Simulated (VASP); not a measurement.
# Be (P6_3/mmc) in VASP: a series of runs, part 2 of 2

VASP 6.6.1.

## Step 5: Relaxation of cell and atoms, PBEsol, target pressure 94.7 GPa, at which the enthalpy is minimised

This run uses another cell than the first one, of 5.27 Å³/atom.

Contents of INCAR:

```
ALGO = Fast
EDIFF = 1E-6
EDIFFG = -0.05
ENCUT = 600
GGA = PS
IBRION = 2
ISIF = 3
ISMEAR = 0
LASPH = T
LCHARG = F
LREAL = F
LWAVE = F
NELM = 80
NSW = 80
PREC = Accurate
PSTRESS = 947.0
SIGMA = 0.1
```

Contents of KPOINTS:

```
k-points
0
Gamma
  12 12 6
```

Contents of POSCAR:

```
Be
1.0
    1.9698287811      0.0000000000      0.0000000000
   -0.9849143905      1.7059217655      0.0000000000
    0.0000000000      0.0000000000      3.1343222279
Be
2
Direct
    0.3333333333      0.6666666667      0.2500000000
    0.6666666667      0.3333333333      0.7500000000
```

Potentials or basis: VASP PAW PBE potentials, release 64 (Be).

Launch:

```console
> cat potpaw_PBE.64/Be/POTCAR > POTCAR
> mpirun -np 1 vasp_std > vasp.out
```

OUTCAR:

```text
EDIFF = 1E-6
   EDIFFG = -0.05
   ENCUT = 600
   GGA = PS
   IBRION = 2
   ISIF = 3
   ISMEAR = 0
   LASPH = T
   LREAL = F
   NELM = 80
   NSW = 80
   PREC = Accurate
   PSTRESS = 947.0

 ion  position               nearest neighbor table
   1  0.333  0.667  0.250-   2 1.94   2 1.94   2 1.94   2 1.94   2 1.94   2 1.94
   2  0.667  0.333  0.750-   1 1.94   1 1.94   1 1.94   1 1.94   1 1.94   1 1.94

  LATTYP: Found a hexagonal cell.
 ALAT       =     1.9698287811
 C/A-ratio  =     1.5911648048

  Lattice vectors:

 A1 = (   1.9698287811,   0.0000000000,   0.0000000000)
 A2 = (  -0.9849143905,   1.7059217655,   0.0000000000)
 A3 = (   0.0000000000,   0.0000000000,   3.1343222279)

Analysis of symmetry for initial positions (statically):
=====================================================================
 Subroutine PRICEL returns:
 Original cell was already a primitive cell.

 Routine SETGRP: Setting up the symmetry group for a
 hexagonal supercell.

 Subroutine GETGRP returns: Found 24 space group operations
 (whereof 12 operations were pure point group operations)
 out of a pool of 24 trial point group operations.

The static configuration has the point symmetry D_3d.
 The point group associated with its full space group is D_6h.

Analysis of symmetry for dynamics (positions and initial velocities):
=====================================================================
 Subroutine PRICEL returns:
 Original cell was already a primitive cell.

 Routine SETGRP: Setting up the symmetry group for a
 hexagonal supercell.

 Subroutine GETGRP returns: Found 24 space group operations
 (whereof 12 operations were pure point group operations)
 out of a pool of 24 trial point group operations.

The dynamic configuration has the point symmetry D_3d.
 The point group associated with its full space group is D_6h.

 Subroutine INISYM returns: Found 24 space group operations
 (whereof 12 operations are pure point group operations),
 and found     1 'primitive' translations

----------------------------------------------------------------------------------------

                                     Primitive cell

  volume of cell :      10.5325

  direct lattice vectors                    reciprocal lattice vectors
     1.969828781  0.000000000  0.000000000     0.507658335  0.293096677  0.000000000
    -0.984914390  1.705921766  0.000000000     0.000000000  0.586193353  0.000000000
     0.000000000  0.000000000  3.134322228     0.000000000  0.000000000  0.319048243

  length of vectors
     1.969828781  1.969828781  3.134322228     0.586193353  0.586193353  0.319048243

  position of ions in fractional coordinates (direct lattice)
     0.333333333  0.666666667  0.250000000
     0.666666667  0.333333333  0.750000000

  ion indices of the primitive-cell ions
   primitive index   ion index
                 1           1
                 2           2

----------------------------------------------------------------------------------------

 KPOINTS: k-points

Automatic generation of k-mesh.
[... 25 lines left out ...]
  0.166667  0.000000  0.000000      6.000000
  0.250000 -0.000000  0.000000      6.000000
  0.333333  0.000000  0.000000      6.000000
  0.416667  0.000000  0.000000      6.000000
[... 16 lines left out ...]
  0.250000 -0.000000  0.166667     12.000000
  0.333333  0.000000  0.166667     12.000000
 [... further k-points ...]
   k-points           NKPTS =     76   k-points in BZ     NKDIM =     76   number of bands    NBANDS=      6
   number of dos      NEDOS =    301   number of ions     NIONS =      2
   total plane-waves  NPLWV =   7168
   dimension x,y,z NGX =    16 NGY =   16 NGZ =   28
   dimension x,y,z NGXF=    32 NGYF=   32 NGZF=   56
   ions per type =               2
   NGX,Y,Z   is equivalent  to a cutoff of  13.50, 13.50, 14.85 a.u.
   NGXF,Y,Z  is equivalent  to a cutoff of  27.01, 27.01, 29.70 a.u.
 SYSTEM =  unknown system
   PREC   = accura    normal or accurate (medium, high low for compatibility)
   ISTART =      0    job   : 0-new  1-cont  2-samecut
   ICHARG =      2    charge: 1-file 2-atom 10-const
   ISPIN  =      1    spin polarized calculation?
   LNONCOLLINEAR =      F non collinear calculations
   LSORBIT =      F    spin-orbit coupling
   LASPH  =      T    aspherical Exc in radial PAW
   ENCUT  =  600.0 eV  44.10 Ry    6.64 a.u.   3.93  3.93  6.26*2*pi/ulx,y,z
   NELM   =     80;   NELMIN=  2; NELMDL= -5     # of ELM steps
   EDIFF  = 0.1E-05   stopping-criterion for ELM
   LREAL  =      F    real-space projection
   EDIFFG = -.5E-01   stopping-criterion for IOM
   NSW    =     80    number of steps for IOM
   IBRION =      2    ionic relax: 0-MD 1-quasi-New 2-CG
   NFREE  =      1    steps in history (QN), initial steepest desc. (CG)
   ISIF   =      3    stress and relaxation
   ISYM   =      2    0-nonsym 1-usesym 2-fastsym
   POTIM  = 0.5000    time-step for ionic-motion
   TEBEG  =    0.0;   TEEND  =   0.0 temperature during run
   PSTRESS=  947.0 pullay stress
   NELECT =       4.0000    total number of electrons
   NUPDOWN=      -1.0000    fix difference up-down
   EMIN   =  10.00;   EMAX   =-10.00  energy-range for DOS
   EFERMI =   0.00;   METHOD = LEGACY
   ISMEAR =     0;   SIGMA  =   0.10  broadening in eV -4-tet -1-fermi 0-gaus
   EFERMI_NEDOS =   21; number of points for ismear=-14 and -15
   IALGO  =     68    algorithm
   IMIX   =      4    mixing-type and parameters
     AMIX     =   0.40;   BMIX     =  1.00
     AMIX_MAG =   1.60;   BMIX_MAG =  1.00
  volume/ion in A,a.u.               =       5.27        35.54
  Fermi-wavevector in a.u.,A,eV,Ry     =   1.185544  2.240354 19.123193  1.405515
  Thomas-Fermi vector in A             =   2.321736
   LORBIT       =      0    0 simple, 1 ext, 2 COOP (PROOUT), +10 PAW based schemes
   GGA     = PS    functional components
   LHFCALC =     F    Hartree Fock is set to
   AEXX    =    0.0000 exact exchange contribution
   IVDW    =     0    specifies the selected vdW correction
   LEPSILON=     F    determine dielectric tensor
   LRPA    =     F    only Hartree local field effects (RPA)
 conjugate gradient relaxation of ions
 non-spin polarized calculation
 RMM-DIIS sequential band-by-band and
 Gauss-broadening in eV      SIGMA  =   0.10
  energy-cutoff  :      600.00
  volume of cell :       10.53
 maximum number of plane-waves:       368
 NGX is ok and might be reduce to    16
   NGX =  7   NGY =  7   NGZ = 13

--------------------------------------- Ionic step        1  -------------------------------------------

 number of electron       4.0000000 magnetization

 Free energy of the ion-electron system (eV)
  ---------------------------------------------------
  ext. energy  EPLUGINS =         0.00000000
  ---------------------------------------------------
  free energy    TOTEN  =        -6.84223053 eV

  energy without entropy =       -6.84144163  energy(sigma->0) =       -6.84183608

------------------------ aborting loop because EDIFF is reached ----------------------------------------

  FORCE on cell =-STRESS in cart. coord.  units (eV):
  Direction    XX          YY          ZZ          XY          YZ          ZX
  --------------------------------------------------------------------------------------
  -------------------------------------------------------------------------------------
  Total        6.2380271      6.2380271      6.4351468      0.0000000     -0.0000000      0.0000000
  in kB      948.9134642    948.9134642    978.8988262      0.0000000     -0.0000000      0.0000000
  external PRESSURE =      11.9085849 kB  Pullay stress =     947.0000000 kB
[... 63 lines left out ...]
--------------------------------------- Ionic step        3  -------------------------------------------

 number of electron       4.0000000 magnetization

 Free energy of the ion-electron system (eV)
  ---------------------------------------------------
  ext. energy  EPLUGINS =         0.00000000
  ---------------------------------------------------
  free energy    TOTEN  =        -6.86435557 eV

  energy without entropy =       -6.86350392  energy(sigma->0) =       -6.86392974

 E-fermi :  11.0343     XC(G=0): -12.0126

 val. band max:       10.9425712820   @ k =   0.3333   0.3333   0.5000
 cond. band min:      11.0585658296   @ k =   0.2500   0.1667   0.0000
 fundamental gap:      0.1159945476
 Fermi energy:        11.0342984712

 k-point     1 :       0.0000    0.0000    0.0000
  band No.  band energies     occupation
      1      -2.7532      2.00000
      2       4.4983      2.00000
      3      13.4254      0.00000
      4      32.9779      0.00000
      5      32.9779      0.00000
      6      36.6327      0.00000
[... 199 lines left out ...]
 k-point    24 :       0.3333    0.0000    0.1667
  band No.  band energies     occupation
      1       1.0895      2.00000
      2       7.6457      2.00000
      3      13.8440      0.00000
      4      20.9594      0.00000
      5      24.9629      0.00000
      6      25.4309      0.00000

 [... further k-points ...]
[... 5 lines left out ...]
  --------------------------------------------------------------------------------------
  -------------------------------------------------------------------------------------
  Total        6.2213311      6.2213311      6.2518376      0.0000000     -0.0000000      0.0000000
  in kB      943.0715607    943.0715607    947.6959447      0.0000000     -0.0000000      0.0000000
  external PRESSURE =      -2.3869780 kB  Pullay stress =     947.0000000 kB
[... 21 lines left out ...]
  energy  without entropy=       -6.8635039200  energy(sigma->0) =       -6.86392974

  enthalpy is  TOTEN    =        -0.6171090475 eV   P V=        6.2472465200

 reached required accuracy - stopping structural energy minimisation
```

CONTCAR:

```text
Be
   1.00000000000000
     1.9701980721925296    0.0000000000053677    0.0000000000000000
    -0.9850990360416070    1.7062415809577027    0.0000000000000000
     0.0000000000000000   -0.0000000000000000    3.1441179928970056
  Be
     2
Direct
     0.3333333332999970    0.6666666667000030    0.2500000000000000
     0.6666666667000030    0.3333333332999970    0.7500000000000000

  0.00000000E+00  0.00000000E+00  0.00000000E+00
  0.00000000E+00  0.00000000E+00  0.00000000E+00
```

Wall time 16 s (1 thread of AMD EPYC, shared host); peak memory 0.09 GiB.

What came out:

- Free energy: -6.8644 eV
- Relaxed volume: 5.28 Å³/atom
- Relaxed cell: a = 1.970 Å, b = 1.970 Å, c = 3.144 Å, α = 90.00°, β = 90.00°, γ = 120.00°
- Space group after relaxing (to 0.1 Å): P6_3/mmc (No. 194)
- Energy change on relaxing (the run minimises the enthalpy): -11.1 meV/atom
- Ionic steps: 3
- Pressure after relaxing: 94.5 GPa
- Band gap on the k mesh: zero (bands 2 and 3 overlap by 2.36 eV)

The path:
```tsv
step	energy change (eV)	largest force (eV/Å)	pressure (GPa)	volume (Å³)
1	0.0000	0.0000	95.89	10.53
2	-0.0355	0.0000	93.58	10.59
3	-0.0221	0.0000	94.46	10.57
```

Final structure:
```cif
data_structure
_symmetry_space_group_name_H-M 'P 1'
_symmetry_Int_Tables_number 1
_cell_length_a 1.9702
_cell_length_b 1.9702
_cell_length_c 3.1441
_cell_angle_alpha 90.000
_cell_angle_beta 90.000
_cell_angle_gamma 120.000
_cell_volume 10.57
loop_
_atom_site_label
_atom_site_type_symbol
_atom_site_fract_x
_atom_site_fract_y
_atom_site_fract_z
_atom_site_occupancy
Be1 Be 0.33333 0.66667 0.25000 1
Be2 Be 0.66667 0.33333 0.75000 1
```

Levels at points of the mesh, in eV from the Fermi level:
| k point | band 1 | band 2 | band 3 | band 4 | band 5 | band 6 |
| --- | --- | --- | --- | --- | --- | --- |
| (0.00, 0.00, 0.00) | -13.79 | -6.54 | 2.39 | 21.94 | 21.94 | 25.60 |
| (0.50, 0.00, 0.00) | -6.91 | -3.69 | 4.46 | 7.80 | 9.58 | 12.69 |
| (0.00, 0.00, 0.50) | -11.43 | -11.43 | 13.83 | 13.83 | 24.19 | 24.19 |
| (0.50, 0.00, 0.50) | -5.24 | -5.24 | 2.96 | 2.96 | 16.14 | 16.14 |

Caveat: the cell is relaxed towards a set pressure, so the run minimises the enthalpy, not the energy; the PAW data sets were made with another functional, which shifts forces and pressure a little.

## Step 6: Relaxation of cell and atoms, PBEsol, target pressure 47.9 GPa, at which the enthalpy is minimised

This run uses another cell than the first one, of 6.08 Å³/atom.

Contents of INCAR:

```
SYSTEM = Be
ALGO = Fast
EDIFF = 1E-6
EDIFFG = -0.05
ENCUT = 600
GGA = PS
IBRION = 2
ISIF = 3
ISMEAR = 0
LASPH = .TRUE.
LCHARG = .FALSE.
LREAL = .FALSE.
LWAVE = .FALSE.
NELM = 80
NSW = 80
PREC = Accurate
PSTRESS = 479.0
SIGMA = 0.1
```

Contents of KPOINTS:

```
k-points
0
G
  12 12 6
  0 0 0
```

Contents of POSCAR:

```
Be
1.0
    2.0703677549      0.0000000000      0.0000000000
   -1.0351838775      1.7929910709      0.0000000000
    0.0000000000      0.0000000000      3.2753424810
Be
2
Direct
    0.3333333333      0.6666666667      0.2500000000
    0.6666666667      0.3333333333      0.7500000000
```

Potentials or basis: VASP PAW PBE potentials, release 64 (Be).

Launch:

```console
> cat potpaw_PBE.64/Be/POTCAR > POTCAR
> mpirun -np 1 vasp_std > vasp.out
```

Run time: 18 s. Hardware: 1 thread of AMD EPYC, shared host; peak memory 0.09 GiB.

It converged, with:

```
Free energy                                                : -7.5667 eV
Relaxed volume                                             : 6.10 Å³/atom
Relaxed cell                                               : a = 2.069 Å, b = 2.069 Å, c = 3.293 Å, α = 90.00°, β = 90.00°, γ = 120.00°
Space group after relaxing (to 0.1 Å)                      : P6_3/mmc (No. 194)
Energy change on relaxing (the run minimises the enthalpy) : -6.8 meV/atom
Ionic steps                                                : 2
Pressure after relaxing                                    : 47.5 GPa
Band gap on the k mesh                                     : zero (bands 2 and 3 overlap by 2.18 eV)
```

Stress tensor (GPa, compression positive):
```
47.70  0.00  0.00
 0.00 47.70  0.00
 0.00  0.00 47.12
```

Step by step:
| step | energy change (eV) | largest force (eV/Å) | pressure (GPa) | volume (Å³) |
| --- | --- | --- | --- | --- |
| 1 | 0.0000 | 0.0000 | 48.56 | 12.16 |
| 2 | -0.0136 | 0.0000 | 47.51 | 12.20 |

Final structure:
```yaml
crystal:
  lattice:
    - [2.06870, 0.00000, 0.00000]
    - [-1.03435, 1.79154, 0.00000]
    - [0.00000, 0.00000, 3.29253]
  atoms:
    - { symbol: Be, position: [0.33333, 0.66667, 0.25000] }
    - { symbol: Be, position: [0.66667, 0.33333, 0.75000] }
```

Levels at points of the mesh, in eV from the Fermi level:
```tsv
k point	band 1	band 2	band 3	band 4	band 5
(0.00, 0.00, 0.00)	-13.07	-5.90	1.66	19.51	19.51
(0.50, 0.00, 0.00)	-6.33	-3.63	3.97	7.13	8.27
(0.00, 0.00, 0.50)	-10.77	-10.77	12.39	12.39	21.51
(0.50, 0.00, 0.50)	-4.77	-4.77	2.25	2.25	14.40
```

Caveat: the cell is relaxed towards a set pressure, so the run minimises the enthalpy, not the energy; the PAW data sets were made with another functional, which shifts forces and pressure a little. Zero-point motion and thermal expansion aren't in these numbers.

## Step 7: Overview

```csv
cell,k mesh,gap on the mesh (eV),pressure (GPa)
"relaxed to 94.7 GPa from a = 2.285, b = 2.285, c = 3.584 Å, angles 90.0, 90.0, 120.0°, 2 atoms",9 × 9 × 6,none,93.7
"relaxed to 47.9 GPa from a = 2.285, b = 2.285, c = 3.584 Å, angles 90.0, 90.0, 120.0°, 2 atoms",9 × 9 × 6,none,48.6
"relaxed to 21.2 GPa from a = 2.285, b = 2.285, c = 3.584 Å, angles 90.0, 90.0, 120.0°, 2 atoms",9 × 9 × 6,none,20.7
"relaxed to 94.7 GPa from a = 1.970, b = 1.970, c = 3.134 Å, angles 90.0, 90.0, 120.0°, 2 atoms",12 × 12 × 6,none,94.5
"relaxed to 47.9 GPa from a = 2.070, b = 2.070, c = 3.275 Å, angles 90.0, 90.0, 120.0°, 2 atoms",12 × 12 × 6,none,47.5
```

Alike in all rows: task relaxation of cell and atoms; level PBEsol; potentials or basis VASP PAW PBE potentials, release 64 (Be); no spin polarisation; cutoff (eV) 600; smearing gaussian 0.1 eV.

Caveats: the cell is relaxed towards a set pressure, so the run minimises the enthalpy, not the energy; the PAW data sets were made with another functional, which shifts forces and pressure a little; the volume moved by over 15 % at a fixed basis, so the end points are rough (at least some runs).

Total energies depend on the potentials used, so only differences within one code and one set of settings carry meaning.

The gap in the log of VASP goes by the Fermi energy; the results here count the filled bands.